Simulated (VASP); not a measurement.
# CoO (Fm-3m) in VASP: notebook, part 2 of 2

VASP 6.6.1.

## 3. Single point, PBEsol+D4, collinear spin, ferromagnetic start

This run uses another cell than the first one, of 9.49 Å³/atom, 0.961 times its volume.

INCAR

```
PREC = Accurate
ENCUT = 600
EDIFF = 1E-6
ISMEAR = -1
SIGMA = 0.05
LREAL = F
LASPH = T
NELM = 200
ALGO = Normal
ISIF = 2
LWAVE = F
LCHARG = F
ISPIN = 2
MAGMOM = 2 0
LORBIT = 11
LMAXMIX = 4
GGA = PS
IVDW = 13
NBANDS = 22
GGA_COMPAT = F
```

KPOINTS

```
regular mesh
0
Gamma
  11 11 11
```

POSCAR

```
CoO
1.0
    0.0000000000      2.1171941998      2.1171941998
    2.1171941998      0.0000000000      2.1171941998
    2.1171941998      2.1171941998      0.0000000000
Co O
1 1
Direct
    0.0000000000      0.0000000000      0.0000000000
    0.5000000000      0.5000000000      0.5000000000
```

Potentials or basis: VASP PAW PBE potentials, release 64 (Co_sv, O).

The run is started by

```sh
$ cat potpaw_PBE.64/Co_sv/POTCAR potpaw_PBE.64/O/POTCAR > POTCAR
$ mpirun -np 1 vasp_std > vasp.out
```

OUTCAR:

```text
PREC = Accurate
   ENCUT = 600
   EDIFF = 1E-6
   ISMEAR = -1
   LREAL = F
   LASPH = T
   NELM = 200
   ISIF = 2
   ISPIN = 2
   LORBIT = 11
   GGA = PS
   IVDW = 13

 ion  position               nearest neighbor table
   1  0.000  0.000  0.000-   2 2.12   2 2.12   2 2.12   2 2.12   2 2.12   2 2.12
   2  0.500  0.500  0.500-   1 2.12   1 2.12   1 2.12   1 2.12   1 2.12   1 2.12

  LATTYP: Found a face centered cubic cell.
 ALAT       =     4.2343883996
[... 1420 lines left out ...]
  in kB    -121.53664  -121.53664  -121.53664    -0.00000    -0.00000     0.00000
  external pressure =     -121.54 kB  Pullay stress =        0.00 kB

 VOLUME and BASIS-vectors are now :
 -----------------------------------------------------------------------------
  energy-cutoff  :      600.00
  volume of cell :       18.98
      direct lattice vectors                 reciprocal lattice vectors
     0.000000000  2.117194200  2.117194200    -0.236161614  0.236161614  0.236161614
     2.117194200  0.000000000  2.117194200     0.236161614 -0.236161614  0.236161614
     2.117194200  2.117194200  0.000000000     0.236161614  0.236161614 -0.236161614

 POSITION                                       TOTAL-FORCE (eV/Angst)
 -----------------------------------------------------------------------------------
      0.00000      0.00000      0.00000         0.000000     -0.000000      0.000000
      2.11719      2.11719      2.11719        -0.000000      0.000000     -0.000000
 -----------------------------------------------------------------------------------
    total drift:                                0.000000     -0.000000     -0.000000

  FREE ENERGIE OF THE ION-ELECTRON SYSTEM (eV)
  ---------------------------------------------------
  free  energy   TOTEN  =       -14.3750429381 eV

  energy  without entropy=      -14.3428683565  energy(sigma->0) =      -14.35895565

 total charge

# of ion       s       p       d       tot
------------------------------------------
    1        2.145   6.064   6.668  14.878
    2        1.547   3.412   0.000   4.958
--------------------------------------------------
tot          3.692   9.476   6.668  19.836

 magnetization (x)

# of ion       s       p       d       tot
------------------------------------------
    1        0.013   0.010   2.474   2.498
    2        0.030   0.276   0.000   0.306
--------------------------------------------------
tot          0.043   0.286   2.474   2.804
```

OSZICAR:

```text
N       E                     dE             d eps       ncg     rms          rms(c)
DAV:   1     0.241471343629E+03    0.24147E+03   -0.13357E+04  6506   0.259E+03
DAV:   2    -0.631680348016E+01   -0.24779E+03   -0.23559E+03  7366   0.671E+02
DAV:   3    -0.164199277897E+02   -0.10103E+02   -0.10007E+02  7066   0.113E+02
DAV:   4    -0.165038567505E+02   -0.83929E-01   -0.83900E-01  5780   0.914E+00
DAV:   5    -0.165067152536E+02   -0.28585E-02   -0.28584E-02  7002   0.189E+00    0.176E+01
DAV:   6    -0.153803586582E+02    0.11264E+01   -0.20296E+01  7722   0.881E+01    0.276E+01
DAV:   7    -0.141051910572E+02    0.12752E+01   -0.67160E+00  6826   0.590E+01    0.843E+00
DAV:   8    -0.140663969802E+02    0.38794E-01   -0.28073E-01  7190   0.665E+00    0.545E+00
DAV:   9    -0.140640074386E+02    0.23895E-02   -0.12815E-01  9038   0.532E+00    0.282E+00
DAV:  10    -0.140592486291E+02    0.47588E-02   -0.29153E-02  7672   0.301E+00    0.102E+00
DAV:  11    -0.140558042870E+02    0.34443E-02   -0.20181E-02  8618   0.234E+00    0.254E-01
DAV:  12    -0.140558787687E+02   -0.74482E-04   -0.17520E-03  6014   0.414E-01    0.733E-02
DAV:  13    -0.140558679119E+02    0.10857E-04   -0.19284E-04  6394   0.116E-01    0.496E-02
DAV:  14    -0.140558656424E+02    0.22696E-05   -0.16529E-05  7218   0.568E-02    0.196E-02
DAV:  15    -0.140558648441E+02    0.79831E-06   -0.39854E-06  6354   0.306E-02
   1 F= -.14375043E+02 E0= -.14358956E+02  d E =-.321746E-01  mag=     2.9093
```

stdout:

```text
POSCAR found type information on POSCAR CoO
 POSCAR found :  2 types and       2 ions
 scaLAPACK will be used
 -----------------------------------------------------------------------------
|                                                                             |
|                                                                             |
|     You enforced a specific xc type in the INCAR file but a different       |
|     I HOPE YOU KNOW WHAT YOU ARE DOING!                                     |
|                                                                             |
 -----------------------------------------------------------------------------

 LDA part: xc-table for (Slater+PW92), standard interpolation
 POSCAR, INCAR and KPOINTS ok, starting setup
 FFT: planning ... GRIDC
 FFT: planning ... GRID_SOFT
 FFT: planning ... GRID
 WAVECAR not read
 entering main loop
```

Run time: 22 s. Hardware: 1 thread of Intel Xeon 6975P-C (Granite Rapids), shared host; peak memory 0.17 GiB.

What came out:

| Item | Value |
| --- | --- |
| Free energy | -14.3750 eV |
| Pressure | -12.2 GPa |
| Net moment | 2.91 μB per cell |
| Site moments | Co +2.50; O +0.31 μB |
| Valence electrons inside the program's atomic spheres | Co 14.88; O 4.96 |
| Dispersion energy per atom | -0.160 eV |

Caveat: the PAW data sets were made with another functional, which shifts forces and pressure a little; a cell with one magnetic atom can't hold antiferromagnetic order, which such compounds often take; semilocal functionals often make such compounds metallic where correlation or magnetic order opens a gap, which also shifts bond lengths; pairwise dispersion overbinds metals, which lowers pressure and volume. With open d or f shells a metallic result of PBEsol can be an artefact of self-interaction; +U or a hybrid may open a gap.

## 4. Single point, LDA, collinear spin, ferromagnetic start

This run uses another cell than the first one, of 10.27 Å³/atom, 1.039 times its volume.

INCAR

```
ALGO = Normal
EDIFF = 1E-6
ENCUT = 600
GGA = CA
GGA_COMPAT = F
ISIF = 2
ISMEAR = -1
ISPIN = 2
LASPH = T
LCHARG = F
LMAXMIX = 4
LORBIT = 11
LREAL = F
LWAVE = F
MAGMOM = 2 0
NBANDS = 22
NELM = 200
PREC = Accurate
SIGMA = 0.05
```

KPOINTS

```
k-points
0
Gamma
  11 11 11
```

POSCAR

```
CoO
1.0
    0.0000000000      2.1733047310      2.1733047310
    2.1733047310      0.0000000000      2.1733047310
    2.1733047310      2.1733047310      0.0000000000
Co O
1 1
Direct
    0.0000000000      0.0000000000      0.0000000000
    0.5000000000      0.5000000000      0.5000000000
```

Potentials or basis: VASP PAW LDA potentials, release 64 (Co_sv, O).

The run is started by

```sh
$ cat potpaw_LDA.64/Co_sv/POTCAR potpaw_LDA.64/O/POTCAR > POTCAR
$ mpirun -np 1 vasp_std > vasp.out
```

Wall time 1.7 min (1 thread of Intel Xeon Platinum 8259CL at 2.50GHz (Skylake/Cascade Lake), shared host); peak memory 0.17 GiB.

The run converged. Its results:

```yaml
Free_energy: -14.5304 eV
Pressure: -28.3 GPa
Net_moment: 2.94 μB per cell
Site_moments: Co +2.49; O +0.33 μB
Valence_electrons_inside_the_program's_atomic_spheres: Co 14.85; O 4.90
```

Levels at points of the mesh, in eV from the Fermi level:
Spin up:
| k point | band 9 | band 10 | band 11 | band 12 | band 13 | band 14 | band 15 | band 16 | band 17 | band 18 |
| --- | --- | --- | --- | --- | --- | --- | --- | --- | --- | --- |
| (0.00, 0.00, 0.00) | -3.00 | -3.00 | -2.97 | -2.97 | -2.97 | 0.57 | 16.34 | 17.37 | 17.37 | 17.37 |
Spin down:
```csv
k point,band 8,band 9,band 10,band 11,band 12,band 13
"(0.00, 0.00, 0.00)",-2.48,-0.98,-0.98,-0.98,-0.33,-0.33
```

Caveat: a cell with one magnetic atom can't hold antiferromagnetic order, which such compounds often take; semilocal functionals often make such compounds metallic where correlation or magnetic order opens a gap, which also shifts bond lengths.

## 5. Single point, PBEsol+D4, collinear spin, ferromagnetic start

This run uses another cell than the first one, of 10.27 Å³/atom, 1.039 times its volume.

INCAR

```
SYSTEM = CoO
  ALGO = Normal
  EDIFF = 1E-6
  ENCUT = 600
  GGA = PS
  GGA_COMPAT = .False.
  ISIF = 2
  ISMEAR = -1
  ISPIN = 2
  IVDW = 13
  LASPH = .True.
  LCHARG = .False.
  LMAXMIX = 4
  LORBIT = 11
  LREAL = .False.
  LWAVE = .False.
  MAGMOM = 2 0
  NBANDS = 22
  NELM = 200
  PREC = Accurate
  SIGMA = 0.05
```

KPOINTS

```
k-points
0
Gamma
  11 11 11
  0 0 0
```

POSCAR is that of step 4.

Potentials or basis: VASP PAW PBE potentials, release 64 (Co_sv, O).

The run is started by

```sh
$ cat potpaw_PBE.64/Co_sv/POTCAR potpaw_PBE.64/O/POTCAR > POTCAR
$ mpirun -np 1 vasp_std > vasp.out
```

OUTCAR:

```text
SYSTEM = CoO
   EDIFF = 1E-6
   ENCUT = 600
   GGA = PS
   ISIF = 2
   ISMEAR = -1
   ISPIN = 2
   IVDW = 13
   LASPH = .True.
   LORBIT = 11
   LREAL = .False.
   NELM = 200
   PREC = Accurate

 ion  position               nearest neighbor table
   1  0.000  0.000  0.000-   2 2.17   2 2.17   2 2.17   2 2.17   2 2.17   2 2.17
   2  0.500  0.500  0.500-   1 2.17   1 2.17   1 2.17   1 2.17   1 2.17   1 2.17

  LATTYP: Found a face centered cubic cell.
 ALAT       =     4.3466094620

  Lattice vectors:

 A1 = (   0.0000000000,   2.1733047310,   2.1733047310)
 A2 = (   2.1733047310,   0.0000000000,   2.1733047310)
 A3 = (   2.1733047310,   2.1733047310,   0.0000000000)

Analysis of symmetry for initial positions (statically):
[... 25 lines left out ...]
The dynamic configuration has the point symmetry O_h .

Analysis of structural, dynamic, and magnetic symmetry:
=====================================================================
 Subroutine PRICEL returns:
[... 7 lines left out ...]
 out of a pool of 48 trial point group operations.

The overall configuration has the point symmetry O_h .

 Subroutine INISYM returns: Found 48 space group operations
[... 1357 lines left out ...]

 [... further k-points ...]

------------------------ aborting loop because EDIFF is reached ----------------------------------------

  DFT-D4 for vdW energy calculation

  Edisp (eV):   -0.30191

  FORCE on cell =-STRESS in cart. coord.  units (eV):
  Direction    XX          YY          ZZ          XY          YZ          ZX
  --------------------------------------------------------------------------------------
  -------------------------------------------------------------------------------------
  Total      -2.90230    -2.90230    -2.90230     0.00000     0.00000    -0.00000
  in kB    -226.49614  -226.49614  -226.49614     0.00000     0.00000    -0.00000
  external pressure =     -226.50 kB  Pullay stress =        0.00 kB

 VOLUME and BASIS-vectors are now :
 -----------------------------------------------------------------------------
  energy-cutoff  :      600.00
  volume of cell :       20.53
      direct lattice vectors                 reciprocal lattice vectors
     0.000000000  2.173304731  2.173304731    -0.230064377  0.230064377  0.230064377
     2.173304731  0.000000000  2.173304731     0.230064377 -0.230064377  0.230064377
     2.173304731  2.173304731  0.000000000     0.230064377  0.230064377 -0.230064377

 POSITION                                       TOTAL-FORCE (eV/Angst)
 -----------------------------------------------------------------------------------
      0.00000      0.00000      0.00000        -0.000000     -0.000000      0.000000
      2.17330      2.17330      2.17330         0.000000      0.000000     -0.000000
 -----------------------------------------------------------------------------------
    total drift:                                0.000000      0.000000      0.000000

  FREE ENERGIE OF THE ION-ELECTRON SYSTEM (eV)
  ---------------------------------------------------
  free  energy   TOTEN  =       -14.2255800019 eV

  energy  without entropy=      -14.1925660929  energy(sigma->0) =      -14.20907305

 total charge

# of ion       s       p       d       tot
------------------------------------------
    1        2.137   6.052   6.644  14.833
    2        1.547   3.375   0.000   4.921
--------------------------------------------------
tot          3.684   9.427   6.644  19.754

 magnetization (x)

# of ion       s       p       d       tot
------------------------------------------
    1        0.013   0.009   2.537   2.559
    2        0.027   0.293   0.000   0.320
--------------------------------------------------
tot          0.040   0.302   2.537   2.879
```

OSZICAR:

```text
N       E                     dE             d eps       ncg     rms          rms(c)
DAV:   1     0.244446816531E+03    0.24445E+03   -0.13446E+04  6468   0.253E+03
DAV:   2    -0.591629424853E+01   -0.25036E+03   -0.23807E+03  7400   0.671E+02
DAV:   3    -0.164055272034E+02   -0.10489E+02   -0.10373E+02  6936   0.112E+02
DAV:   4    -0.165016503529E+02   -0.96123E-01   -0.96079E-01  5716   0.965E+00
DAV:   5    -0.165049945231E+02   -0.33442E-02   -0.33441E-02  7076   0.206E+00    0.172E+01
DAV:   6    -0.157280122605E+02    0.77698E+00   -0.23421E+01  7628   0.903E+01    0.308E+01
DAV:   7    -0.140220401169E+02    0.17060E+01   -0.10534E+01  6642   0.645E+01    0.837E+00
DAV:   8    -0.139406811969E+02    0.81359E-01   -0.39715E-01  7238   0.819E+00    0.464E+00
DAV:   9    -0.139519245603E+02   -0.11243E-01   -0.20457E-01  9138   0.645E+00    0.282E+00
DAV:  10    -0.139242994069E+02    0.27625E-01   -0.68965E-02  8162   0.477E+00    0.543E-01
DAV:  11    -0.139236599268E+02    0.63948E-03   -0.11776E-02  8178   0.153E+00    0.163E-01
DAV:  12    -0.139236690557E+02   -0.91289E-05   -0.56054E-04  6346   0.270E-01    0.601E-02
DAV:  13    -0.139236698883E+02   -0.83264E-06   -0.93029E-05  7114   0.840E-02    0.329E-02
DAV:  14    -0.139236748717E+02   -0.49834E-05   -0.10880E-05  6512   0.406E-02    0.268E-02
DAV:  15    -0.139236741087E+02    0.76306E-06   -0.51056E-06  5630   0.476E-02
   1 F= -.14225580E+02 E0= -.14209073E+02  d E =-.330139E-01  mag=     2.9952
```

Run time: 49 s. Hardware: 1 thread of Intel Xeon 6975P-C (Granite Rapids), shared host; peak memory 0.19 GiB.

Results:

| Item | Value |
| --- | --- |
| Free energy | -14.2256 eV |
| Pressure | -22.6 GPa |
| Band gap on the k mesh | zero (filled and empty bands overlap) |
| Net moment | 2.99 μB per cell |
| Site moments | Co +2.56; O +0.32 μB |
| Valence electrons inside the program's atomic spheres | Co 14.83; O 4.92 |
| Dispersion energy per atom | -0.151 eV |

Levels at points of the mesh, in eV from the Fermi level:
Spin up:
```
           k point  band 11  band 12  band 13  band 14  band 15  band 16
(0.00, 0.00, 0.00)    -3.03    -3.03    -3.03     0.47    16.28    17.35
```
Spin down:
```csv
k point,band 6,band 7,band 8,band 9,band 10,band 11,band 12,band 13,band 14,band 15
"(0.00, 0.00, 0.00)",-2.42,-2.42,-2.42,-0.99,-0.99,-0.99,-0.04,-0.04,1.03,16.21
```

Caveat: the PAW data sets were made with another functional, which shifts forces and pressure a little; a cell with one magnetic atom can't hold antiferromagnetic order, which such compounds often take; semilocal functionals often make such compounds metallic where correlation or magnetic order opens a gap, which also shifts bond lengths; pairwise dispersion overbinds metals, which lowers pressure and volume.

## 6. Single point, PBE+D3(BJ), collinear spin, ferromagnetic start

This run uses another cell than the first one, of 9.63 Å³/atom, 0.975 times its volume.

INCAR

```
PREC = Accurate ; ENCUT = 520
EDIFF = 1E-6 ; ISMEAR = -1
SIGMA = 0.05 ; LREAL = False
LASPH = True ; NELM = 150
ALGO = Normal ; ISIF = 2
LWAVE = False ; LCHARG = False
ISPIN = 2 ; MAGMOM = 2 0
LORBIT = 11 ; LMAXMIX = 4
GGA = PE ; IVDW = 12
NBANDS = 18
```

KPOINTS

```
Automatic mesh
0
Gamma
  11 11 11
```

POSCAR

```
CoO
1.0
    0.0000000000      2.1273253729      2.1273253729
    2.1273253729      0.0000000000      2.1273253729
    2.1273253729      2.1273253729      0.0000000000
Co O
1 1
Direct
    0.0000000000      0.0000000000      0.0000000000
    0.5000000000      0.5000000000      0.5000000000
```

Potentials or basis: VASP PAW PBE potentials, release 64 (Co, O).

The run is started by

```sh
$ cat potpaw_PBE.64/Co/POTCAR potpaw_PBE.64/O/POTCAR > POTCAR
$ mpirun -np 1 vasp_std > vasp.out
```

Wall time 41 s (1 thread of Intel Xeon Platinum 8488C (Sapphire Rapids), shared host); peak memory 0.18 GiB.

Results (log left out):

| Quantity | Value |
| --- | --- |
| Free energy | -13.5810 eV |
| Pressure | -0.5 GPa |
| Net moment | 2.89 μB per cell |
| Site moments | Co +2.54; O +0.29 μB |
| Valence electrons inside the program's atomic spheres | Co 7.80; O 4.98 |
| Dispersion energy per atom | -0.259 eV |

Levels at points of the mesh, in eV from the Fermi level:
Spin up:
| k point | band 7 | band 8 | band 9 | band 10 | band 11 | band 12 |
| --- | --- | --- | --- | --- | --- | --- |
| (0.00, 0.00, 0.00) | -3.05 | -3.05 | -3.05 | 1.03 | 16.88 | 18.17 |
Spin down:
```tsv
k point	band 2	band 3	band 4	band 5	band 6	band 7	band 8	band 9	band 10	band 11
(0.00, 0.00, 0.00)	-2.58	-2.58	-2.58	-1.10	-1.10	-1.10	0.06	0.06	1.56	16.79
```

Caveat: a cell with one magnetic atom can't hold antiferromagnetic order, which such compounds often take; semilocal functionals often make such compounds metallic where correlation or magnetic order opens a gap, which also shifts bond lengths; pairwise dispersion overbinds metals, which lowers pressure and volume. With open d or f shells a metallic result of PBE can be an artefact of self-interaction; +U or a hybrid may open a gap.

## 7. Overview

```tsv
level	potentials or basis	cell	cutoff (eV)	second run	gap on the mesh (eV)	pressure (GPa)	moment (μB)
revPBE	VASP PAW PBE potentials, release 64 (Co_sv, O)	a = 3.034 Å, angles 60.0°, 2 atoms	600	valence_matched	none	-3.2	2.97
PBEsol+D4	VASP PAW PBE potentials, release 64 (Co_sv, O)	a = 2.994 Å, angles 60.0°, 2 atoms	600	valence_matched	none	-12.2	2.91
LDA	VASP PAW LDA potentials, release 64 (Co_sv, O)	a = 3.074 Å, angles 60.0°, 2 atoms	600	valence_matched	none	-28.3	2.94
PBEsol+D4	VASP PAW PBE potentials, release 64 (Co_sv, O)	a = 3.074 Å, angles 60.0°, 2 atoms	600	valence_matched	none	-22.6	2.99
PBE+D3(BJ)	VASP PAW PBE potentials, release 64 (Co, O)	a = 3.008 Å, angles 60.0°, 2 atoms	520	-	none	-0.5	2.89
```

Alike in all rows: task single point; spin collinear, ferromagnetic start; k mesh 11 × 11 × 11; smearing fermi-dirac 0.05 eV.

Caveats: a cell with one magnetic atom can't hold antiferromagnetic order, which such compounds often take; semilocal functionals often make such compounds metallic where correlation or magnetic order opens a gap, which also shifts bond lengths; the PAW data sets were made with another functional, which shifts forces and pressure a little (some runs); pairwise dispersion overbinds metals, which lowers pressure and volume (some runs).

Absolute energies hang on the potentials; compare differences alone.
